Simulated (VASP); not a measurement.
# TbCu2C (P4/mmm) in VASP: notebook

TbCu2C is run at these levels: PBE; tasks: single point, relaxation of cell and atoms.

Everything below comes from runs of VASP 6.6.1. Logs are shortened: lines on timing, memory, paths and dates and some standing lists are left out, and cuts for length are marked.

### 1 The cell of the first run

The structure is tetragonal, space group P4/mmm (No. 123). Conventional cell: a = 3.999 Å, b = 3.999 Å, c = 3.851 Å, α = 90.00°, β = 90.00°, γ = 90.00°. Tb (site symmetry 4/mmm) has 8 Cu at 2.78 Å and 4 C at 2.83 Å within 3.7 Å. Within 3.7 Å of Cu (site symmetry mmm) lie 4 Tb at 2.78 Å and 4 C at 2.78 Å and 4 Cu at 2.83 Å. C (site symmetry 4/mmm) has 8 Cu at 2.78 Å and 4 Tb at 2.83 Å within 3.7 Å.

The cell was generated, and may not be a known phase.

### 2 Single point, PBE

Input file INCAR:

```
PREC = Accurate
ENCUT = 600
EDIFF = 1E-6
ISMEAR = 0
SIGMA = 0.1
LREAL = False
LASPH = True
NELM = 200
ALGO = Normal
ISIF = 2
LWAVE = False
LCHARG = False
GGA = PE
NBANDS = 26
GGA_COMPAT = False
LMAXMIX = 6
```

Input file KPOINTS:

```
Automatic mesh
0
Gamma
  4 4 4
```

Input file POSCAR:

```
TbCu2C
1.0
    3.9992398100      0.0000000000      0.0000000000
    0.0000000000      3.9992398100      0.0000000000
    0.0000000000      0.0000000000      3.8505522800
Tb Cu C
1 2 1
Direct
    0.0000000000      0.0000000000      0.0000000000
    0.0000000000      0.5000000000      0.5000000000
    0.5000000000      0.0000000000      0.5000000000
    0.5000000000      0.5000000000      0.0000000000
```

Potentials or basis: VASP PAW PBE potentials, release 64 (Tb_3, Cu, C), 4f in core.

Started as:

```sh
cat potpaw_PBE.64/Tb_3/POTCAR potpaw_PBE.64/Cu/POTCAR potpaw_PBE.64/C/POTCAR > POTCAR
mpirun -np 1 vasp_std > vasp.out
```

OUTCAR:

```text
PREC = Accurate
   ENCUT = 600
   EDIFF = 1E-6
   ISMEAR = 0
   LREAL = False
   LASPH = True
   NELM = 200
   ISIF = 2
   GGA = PE

 ion  position               nearest neighbor table
   1  0.000  0.000  0.000-   2 2.78   3 2.78   2 2.78   3 2.78   2 2.78   2 2.78   3 2.78   3 2.78
                             4 2.83   4 2.83   4 2.83   4 2.83
   2  0.000  0.500  0.500-   1 2.78   1 2.78   1 2.78   1 2.78
   3  0.500  0.000  0.500-   1 2.78   1 2.78   1 2.78   1 2.78
   4  0.500  0.500  0.000-   1 2.83   1 2.83   1 2.83   1 2.83

  LATTYP: Found a simple tetragonal cell.
 ALAT       =     3.9992398100
 C/A-ratio  =     0.9628210517

  Lattice vectors:

 A1 = (   3.9992398100,   0.0000000000,   0.0000000000)
 A2 = (   0.0000000000,   3.9992398100,   0.0000000000)
 A3 = (   0.0000000000,   0.0000000000,   3.8505522800)

Analysis of symmetry for initial positions (statically):
=====================================================================
 Subroutine PRICEL returns:
 Original cell was already a primitive cell.

 Routine SETGRP: Setting up the symmetry group for a
 simple tetragonal supercell.

 Subroutine GETGRP returns: Found 16 space group operations
 (whereof 16 operations were pure point group operations)
 out of a pool of 16 trial point group operations.

The static configuration has the point symmetry D_4h.

Analysis of symmetry for dynamics (positions and initial velocities):
=====================================================================
 Subroutine PRICEL returns:
 Original cell was already a primitive cell.

 Routine SETGRP: Setting up the symmetry group for a
 simple tetragonal supercell.

 Subroutine GETGRP returns: Found 16 space group operations
 (whereof 16 operations were pure point group operations)
 out of a pool of 16 trial point group operations.

The dynamic configuration has the point symmetry D_4h.

 Subroutine INISYM returns: Found 16 space group operations
 (whereof 16 operations are pure point group operations),
 and found     1 'primitive' translations

----------------------------------------------------------------------------------------

                                     Primitive cell

  volume of cell :      61.5854

  direct lattice vectors                    reciprocal lattice vectors
     3.999239810  0.000000000  0.000000000     0.250047521  0.000000000  0.000000000
     0.000000000  3.999239810  0.000000000     0.000000000  0.250047521  0.000000000
     0.000000000  0.000000000  3.850552280     0.000000000  0.000000000  0.259703006

  length of vectors
     3.999239810  3.999239810  3.850552280     0.250047521  0.250047521  0.259703006

  position of ions in fractional coordinates (direct lattice)
     0.000000000  0.000000000  0.000000000
     0.000000000  0.500000000  0.500000000
     0.500000000  0.000000000  0.500000000
     0.500000000  0.500000000  0.000000000

  ion indices of the primitive-cell ions
   primitive index   ion index
                 1           1
                 2           2
                 3           3
                 4           4

----------------------------------------------------------------------------------------

 KPOINTS: Automatic mesh

Automatic generation of k-mesh.
 Grid dimensions read from file:
 generate k-points for:    4    4    4

 Generating k-lattice:

  Cartesian coordinates                     Fractional coordinates (reciprocal lattice)
     0.062511880  0.000000000  0.000000000     0.250000000  0.000000000  0.000000000
     0.000000000  0.062511880  0.000000000     0.000000000  0.250000000  0.000000000
     0.000000000  0.000000000  0.064925751     0.000000000  0.000000000  0.250000000

  Length of vectors
     0.062511880  0.062511880  0.064925751

  Shift w.r.t. Gamma in fractional coordinates (k-lattice)
     0.000000000  0.000000000  0.000000000

 Subroutine IBZKPT returns following result:
 ===========================================

 Found     18 irreducible k-points:

 Following reciprocal coordinates:
            Coordinates               Weight
  0.000000  0.000000  0.000000      1.000000
  0.250000  0.000000  0.000000      4.000000
  0.500000  0.000000  0.000000      2.000000
  0.250000  0.250000  0.000000      4.000000
  0.500000  0.250000  0.000000      4.000000
  0.500000  0.500000  0.000000      1.000000
[... 10 lines left out ...]
  0.500000  0.250000  0.500000      4.000000
  0.500000  0.500000  0.500000      1.000000
   k-points           NKPTS =     18   k-points in BZ     NKDIM =     18   number of bands    NBANDS=     26
   number of dos      NEDOS =    301   number of ions     NIONS =      4
   total plane-waves  NPLWV =  32768
   dimension x,y,z NGX =    32 NGY =   32 NGZ =   32
   dimension x,y,z NGXF=    64 NGYF=   64 NGZF=   64
   ions per type =               1   2   1
   NGX,Y,Z   is equivalent  to a cutoff of  13.30, 13.30, 13.82 a.u.
   NGXF,Y,Z  is equivalent  to a cutoff of  26.60, 26.60, 27.63 a.u.
[... 63 lines left out ...]
 fundamental gap:      0.1039472431
 Fermi energy:         4.9601786622

 k-point     1 :       0.0000    0.0000    0.0000
  band No.  band energies     occupation
      1     -16.9943      2.00000
      2     -16.9072      2.00000
      3     -16.9072      2.00000
      4      -5.1293      2.00000
      5      -0.1732      2.00000
      6       1.4687      2.00000
[... 18 lines left out ...]
     25      10.2947      0.00000
     26      13.1434      0.00000

 k-point     2 :       0.2500    0.0000    0.0000
  band No.  band energies     occupation
      1     -17.0033      2.00000
      2     -16.9927      2.00000
      3     -16.8980      2.00000
      4      -4.6541      2.00000
      5       0.0036      2.00000
      6       1.1521      2.00000
[... 18 lines left out ...]
     25      11.1833      0.00000
     26      12.4655      0.00000

 k-point     3 :       0.5000    0.0000    0.0000
  band No.  band energies     occupation
      1     -17.0965      2.00000
      2     -16.9912      2.00000
      3     -16.8887      2.00000
      4      -4.0337      2.00000
      5      -0.4472      2.00000
      6       1.0720      2.00000
[... 18 lines left out ...]
     25      12.0473      0.00000
     26      12.1732      0.00000

 k-point     4 :       0.2500    0.2500    0.0000
  band No.  band energies     occupation
      1     -16.9948      2.00000
      2     -16.9914      2.00000
      3     -16.9858      2.00000
      4      -4.3868      2.00000
      5       0.2295      2.00000
      6       1.3467      2.00000
[... 18 lines left out ...]
     25      12.0271      0.00000
     26      13.2708      0.00000

 k-point     5 :       0.5000    0.2500    0.0000
  band No.  band energies     occupation
      1     -17.0802      2.00000
      2     -16.9901      2.00000
      3     -16.9773      2.00000
      4      -4.1043      2.00000
      5       0.2718      2.00000
      6       1.3755      2.00000
[... 18 lines left out ...]
     25      11.1141      0.00000
     26      11.3500      0.00000

 k-point     6 :       0.5000    0.5000    0.0000
  band No.  band energies     occupation
      1     -17.0637      2.00000
      2     -17.0637      2.00000
      3     -16.9891      2.00000
      4      -4.1784      2.00000
      5       1.1268      2.00000
      6       1.1268      2.00000
[... 253 lines left out ...]
 k-point    15 :       0.5000    0.0000    0.5000
  band No.  band energies     occupation
      1     -17.2272      2.00000
      2     -17.0513      2.00000
      3     -16.8779      2.00000
      4      -3.5475      2.00000
      5       0.2830      2.00000
      6       1.2665      2.00000
[... 18 lines left out ...]
     25      12.4011      0.00000
     26      13.0478      0.00000

 k-point    16 :       0.2500    0.2500    0.5000
  band No.  band energies     occupation
      1     -17.2279      2.00000
      2     -16.9660      2.00000
      3     -16.9585      2.00000
      4      -3.8384      2.00000
      5       0.2760      2.00000
      6       1.3420      2.00000
[... 18 lines left out ...]
     25      12.3145      0.00000
     26      12.8138      0.00000

 k-point    17 :       0.5000    0.2500    0.5000
  band No.  band energies     occupation
      1     -17.2106      2.00000
      2     -17.0353      2.00000
      3     -16.9492      2.00000
      4      -3.7612      2.00000
      5       0.6122      2.00000
      6       1.2680      2.00000
[... 18 lines left out ...]
     25      12.4558      0.00000
     26      12.5142      0.00000

 k-point    18 :       0.5000    0.5000    0.5000
  band No.  band energies     occupation
      1     -17.1939      2.00000
      2     -17.0192      2.00000
      3     -17.0192      2.00000
      4      -3.9581      2.00000
      5       0.9113      2.00000
      6       0.9113      2.00000
[... 18 lines left out ...]
     25      12.3151      0.00000
     26      13.0707      0.00000

------------------------ aborting loop because EDIFF is reached ----------------------------------------

  FORCE on cell =-STRESS in cart. coord.  units (eV):
  Direction    XX          YY          ZZ          XY          YZ          ZX
  --------------------------------------------------------------------------------------
  -------------------------------------------------------------------------------------
  Total       -4.3681064     -4.3681064      4.3687488      0.0000000      0.0000000      0.0000000
  in kB     -113.6385988   -113.6385988    113.6553106      0.0000000      0.0000000      0.0000000
  external PRESSURE =     -37.8739623 kB  Pullay stress =       0.0000000 kB

 VOLUME and BASIS-vectors are now :
 -----------------------------------------------------------------------------
  energy-cutoff  :      600.00
  volume of cell :       61.59
      direct lattice vectors                 reciprocal lattice vectors
     3.999239810  0.000000000  0.000000000     0.250047521  0.000000000  0.000000000
     0.000000000  3.999239810  0.000000000     0.000000000  0.250047521  0.000000000
     0.000000000  0.000000000  3.850552280     0.000000000  0.000000000  0.259703006

 POSITION                                       TOTAL-FORCE (eV/Angst)
 -----------------------------------------------------------------------------------
      0.00000      0.00000      0.00000         0.000000      0.000000      0.000000
      0.00000      1.99962      1.92528         0.000000      0.000000      0.000000
      1.99962      0.00000      1.92528         0.000000      0.000000      0.000000
      1.99962      1.99962      0.00000         0.000000      0.000000      0.000000
 -----------------------------------------------------------------------------------
    total drift:                                0.000000      0.000000     -0.000000

  FREE ENERGIE OF THE ION-ELECTRON SYSTEM (eV)
  ---------------------------------------------------
  free  energy   TOTEN  =       -17.9117148681 eV

  energy  without entropy=      -17.9040948050  energy(sigma->0) =      -17.90790484
```

Wall time 17 s (1 thread of Intel Xeon 6975P-C (Granite Rapids), shared host); peak memory 0.2 GiB.

Results:

| Property | Result |
| --- | --- |
| Free energy | -17.9117 eV |
| Pressure | -3.8 GPa |
| Band gap on the k mesh | zero (an odd number of electrons rules out a gap without spin polarisation) |

Caveat: the k points lie up to 0.41 Å⁻¹ apart, too coarse for converged energies and pressures of a metal; spin-orbit coupling is left out, which moves the levels of the heavy elements; the 4f electrons are frozen in the core, so they carry no moment and show no levels. Spin polarisation is off, so any magnetic state and its effect on volume and gap are missing.

### 3 Single point, PBE

This run uses another cell than the first one, of 15.19 Å³/atom.

Input file INCAR:

```
SYSTEM = TbCu2C
ALGO     = Normal         ! electronic algorithm
EDIFF    = 1E-6           ! SCF threshold, eV
ENCUT    = 600            ! plane-wave cutoff, eV
GGA      = PE             ! functional
GGA_COMPAT= .False.      
ISIF     = 2              ! what is computed and relaxed
ISMEAR   = 0              ! smearing method
LASPH    = .True.         ! aspherical terms in the spheres
LCHARG   = .False.        ! write CHGCAR
LMAXMIX  = 6              ! l up to which the mixer works
LREAL    = .False.        ! projectors in reciprocal space
LWAVE    = .False.        ! write WAVECAR
NBANDS   = 26             ! bands
NELM     = 200            ! most SCF steps
PREC     = Accurate       ! precision mode
SIGMA    = 0.1            ! smearing width, eV
```

Input file KPOINTS:

```
k-points
0
Gamma
  12 12 12
  0 0 0
```

Input file POSCAR:

```
TbCu2C
1.0
    3.5133364613      0.0000000000      0.0000000000
    0.0000000000      3.5133364613      0.0000000000
    0.0000000000      0.0000000000      4.9236543684
Tb Cu C
1 2 1
Direct
    0.0000000000      0.0000000000      0.0000000000
    0.0000000000      0.5000000000      0.5000000000
    0.5000000000      0.0000000000      0.5000000000
    0.5000000000      0.5000000000      0.0000000000
```

Potentials or basis: VASP PAW PBE potentials, release 64 (Tb_3, Cu, C), 4f in core.

Started as:

```sh
cat potpaw_PBE.64/Tb_3/POTCAR potpaw_PBE.64/Cu/POTCAR potpaw_PBE.64/C/POTCAR > POTCAR
mpirun -np 1 vasp_std > vasp.out
```

Wall time 2.7 min (1 thread of Intel Xeon 6975P-C (Granite Rapids), shared host); peak memory 0.47 GiB.

The run converged. Its results:

- Free energy: -19.2904 eV
- Pressure: 0.4 GPa
- Band gap on the k mesh: zero (an odd number of electrons rules out a gap without spin polarisation)

Stress tensor (GPa, compression positive):
```
0.48 0.00 0.00
0.00 0.48 0.00
0.00 0.00 0.31
```

Levels at points of the mesh, in eV from the Fermi level:
```
           k point  band 16  band 17  band 18  band 19  band 20  band 21
(0.00, 0.00, 0.00)    -0.95     0.95     0.95     1.38     5.24     5.24
(0.50, 0.00, 0.00)    -1.26    -0.99    -0.76    -0.71     4.72     5.25
(0.50, 0.50, 0.00)     0.16     0.16     1.02     1.10     1.10     1.57
(0.00, 0.00, 0.50)     0.67     0.87     1.25     1.25     2.26     2.91
(0.50, 0.00, 0.50)    -2.01    -1.37    -0.97     3.13     3.14     4.60
(0.50, 0.50, 0.50)    -0.16    -0.16     0.51     0.88     0.88     4.50
```

Caveat: spin-orbit coupling is left out, which moves the levels of the heavy elements; the 4f electrons are frozen in the core, so they carry no moment and show no levels.

### 4 Relaxation of cell and atoms, PBE

Input file INCAR:

```
PREC = Accurate ; ENCUT = 600
EDIFF = 1E-7 ; ISMEAR = 0
SIGMA = 0.1 ; LREAL = F
LASPH = T ; NELM = 200
ALGO = Normal ; ISIF = 3
LWAVE = F ; LCHARG = F
GGA = PE ; IBRION = 2
NSW = 100 ; EDIFFG = -0.01
GGA_COMPAT = F ; NELMIN = 4
LMAXMIX = 6
```

Input file KPOINTS:

```
regular mesh
0
Gamma
  12 12 12
```

Input file POSCAR:

```
TbCu2C
1.0
    3.9992398100      0.0000000000      0.0000000000
    0.0000000000      3.9992398100      0.0000000000
    0.0000000000      0.0000000000      3.8505522800
Tb Cu C
1 2 1
Direct
    0.0000000000      0.0000000000      0.0000000000
    0.0000000000      0.5000000000      0.5000000000
    0.5000000000      0.0000000000      0.5000000000
    0.5000000000      0.5000000000      0.0000000000
```

Started as:

```sh
cat potpaw_PBE.64/Tb_3/POTCAR potpaw_PBE.64/Cu/POTCAR potpaw_PBE.64/C/POTCAR > POTCAR
mpirun -np 1 vasp_std > vasp.out
```

Wall time 15 min (1 thread of Intel Xeon 6975P-C (Granite Rapids), shared host); peak memory 0.48 GiB.

Results (log left out):

| Quantity | Value |
| --- | --- |
| Free energy | -19.2846 eV |
| Relaxed volume | 15.27 Å³/atom |
| Relaxed cell | a = 3.522 Å, b = 3.522 Å, c = 4.923 Å, α = 90.00°, β = 90.00°, γ = 90.00° |
| Space group after relaxing (to 0.1 Å) | P4/mmm (No. 123) |
| Energy gained by relaxing | 333.4 meV/atom |
| Ionic steps | 13 |
| Pressure after relaxing | 0.0 GPa |
| Band gap on the k mesh | zero (an odd number of electrons rules out a gap without spin polarisation) |

Step by step:
```tsv
step	energy change (eV)	largest force (eV/Å)	pressure (GPa)	volume (Å³)
1	0.0000	0.0000	-3.99	61.59
2	-0.5808	0.0000	1.25	58.02
3	-0.8577	0.0000	15.13	53.10
4	-1.1012	0.0000	11.77	54.77
5	-1.2063	0.0000	9.13	56.92
6	-1.3225	0.0000	2.54	59.64
7	-1.3329	0.0000	0.03	60.89
8	-1.3330	0.0000	0.17	60.81
9	-1.3329	0.0000	0.33	60.73
10	-1.3332	0.0000	0.29	60.79
11	-1.3337	0.0000	0.19	60.92
12	-1.3337	0.0000	0.12	60.99
13	-1.3337	0.0000	0.00	61.07
```

Final structure:
```
CELL_PARAMETERS angstrom
3.52205 0.00000 0.00000
0.00000 3.52205 0.00000
0.00000 0.00000 4.92301
ATOMIC_POSITIONS crystal
Tb 0.00000 0.00000 0.00000
Cu 0.00000 0.50000 0.50000
Cu 0.50000 0.00000 0.50000
C 0.50000 0.50000 0.00000
```

Levels at points of the mesh, in eV from the Fermi level:
```tsv
k point	band 14	band 15	band 16	band 17	band 18	band 19	band 20	band 21
(0.00, 0.00, 0.00)	-1.55	-1.41	-0.95	0.94	0.94	1.39	5.22	5.22
(0.50, 0.00, 0.00)	-2.14	-1.94	-1.24	-0.99	-0.75	-0.69	4.71	5.23
(0.50, 0.50, 0.00)	-1.62	-1.23	0.14	0.14	1.03	1.10	1.10	1.59
(0.00, 0.00, 0.50)	-1.40	-0.95	0.69	0.88	1.24	1.24	2.27	2.89
(0.50, 0.00, 0.50)	-2.23	-2.22	-2.00	-1.37	-0.95	3.13	3.15	4.57
(0.50, 0.50, 0.50)	-1.62	-1.55	-0.18	-0.18	0.51	0.86	0.86	4.51
```

Caveat: a cell axis changed by over 15 % at a fixed basis, so the end point is rough; spin-orbit coupling is left out, which moves the levels of the heavy elements; the 4f electrons are frozen in the core, so they carry no moment and show no levels.

### 5 Overview

| task | cell | k mesh | gap on the mesh (eV) | pressure (GPa) |
| --- | --- | --- | --- | --- |
| single point | a = 3.999, b = 3.999, c = 3.851 Å, 4 atoms | 4 × 4 × 4 | none | -3.8 |
| single point | a = 3.513, b = 3.513, c = 4.924 Å, 4 atoms | 12 × 12 × 12 | none | 0.4 |
| relaxation of cell and atoms | relaxed from a = 3.999, b = 3.999, c = 3.851 Å, 4 atoms | 12 × 12 × 12 | none | 0.0 |

Alike in all rows: level PBE; potentials or basis VASP PAW PBE potentials, release 64 (Tb_3, Cu, C), 4f in core; no spin polarisation; cutoff (eV) 600; smearing gaussian 0.1 eV.

Caveats: some runs use coarse meshes; spin-orbit coupling is left out, which moves the levels of the heavy elements; the 4f electrons are frozen in the core, so they carry no moment and show no levels; a cell axis changed by over 15 % at a fixed basis, so the end point is rough (at least some runs).

Absolute energies hang on the potentials; compare differences alone.

The gap in the log of VASP goes by the Fermi energy; the results here count the filled bands.